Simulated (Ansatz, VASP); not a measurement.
Pd: VASP beside Ansatz

Contents of INCAR:

```
SYSTEM = Pd
PREC     = Accurate       ! precision mode
ENCUT    = 520            ! plane-wave cutoff, eV
EDIFF    = 1E-6           ! SCF threshold, eV
ISMEAR   = -1             ! smearing method
SIGMA    = 0.1            ! smearing width, eV
LREAL    = .FALSE.        ! projectors in reciprocal space
LASPH    = .TRUE.         ! aspherical terms in the spheres
NELM     = 80             ! most SCF steps
ALGO     = Normal         ! electronic algorithm
ISIF     = 2              ! what is computed and relaxed
LWAVE    = .FALSE.        ! write WAVECAR
LCHARG   = .FALSE.        ! write CHGCAR
GGA      = CA             ! functional
NBANDS   = 22             ! bands
```

File KPOINTS:

```
regular mesh
0
G
  9 9 14
  0 0 0
```

POSCAR

```
Pd
1.0
    4.5529573550      0.0000000000      0.0000000000
   -2.2764786775      3.9429767318      0.0000000000
    0.0000000000      0.0000000000      2.7083748493
Pd
3
Direct
    0.0000000000      0.0000000000      0.0000000000
    0.3333333333      0.6666666667      0.5000000000
    0.6666666667      0.3333333333      0.5000000000
```

Input for Ansatz:

```yaml
crystal:
  lattice:
    - [4.552957355, 0.0, 0.0]
    - [-2.2764786775, 3.9429767318, 0.0]
    - [0.0, 0.0, 2.7083748493]
  atoms:
    - { symbol: Pd, position: [0.0, 0.0, 0.0] }
    - { symbol: Pd, position: [0.3333333333, 0.6666666667, 0.5] }
    - { symbol: Pd, position: [0.6666666667, 0.3333333333, 0.5] }
hamiltonian:
  xc: lda
  pseudopotentials:
    kind: paw
    azcp:
      Pd: "pseudopotentials/Pd.paw.azcp"
basis:
  ecutwfc: 420
  fft_grid_basis: typed
kpoints:
  mp_grid: { grid: [9, 9, 14], shift: [0, 0, 0] }
magnetization:
  spin_polarized: false
scf:
  occupations: { method: fermi_dirac, width: 0.1 }
  lower_state_search: "off"
output:
  stress: true
  write_density: true
  write_potential: true
  elf: true
  volumetric_format: npy
```

Alike in both runs: task single point; functional LDA; k mesh 9 × 9 × 14; occupations fermi-dirac, width 0.1 eV; no spin polarisation.

```csv
,VASP,Ansatz
version,VASP 6.6.1,Ansatz 0.2.0
potentials or method,"VASP PAW LDA potentials, release 64 (Pd), cutoff 520 eV","plane waves (420 eV) with PAW, scalar-relativistic"
valence electrons in the cell,30,54
```

|  | VASP | Ansatz | Ansatz less VASP |
| --- | --- | --- | --- |
| pressure (GPa) | -17.7 | -17.8 | -0.16 |
| traceless stress, the component that is largest in VASP (GPa) | 0.28 | 0.26 | -0.024 |

Ansatz warns that its potentials were made for another functional, while VASP's fit it. LDA's correlation is that of Perdew and Zunger in VASP and of Perdew and Wang (1992) in Ansatz. VASP's potentials hold 30 valence electrons a cell and Ansatz's 54, so a difference there can come from the potentials and not from the codes.
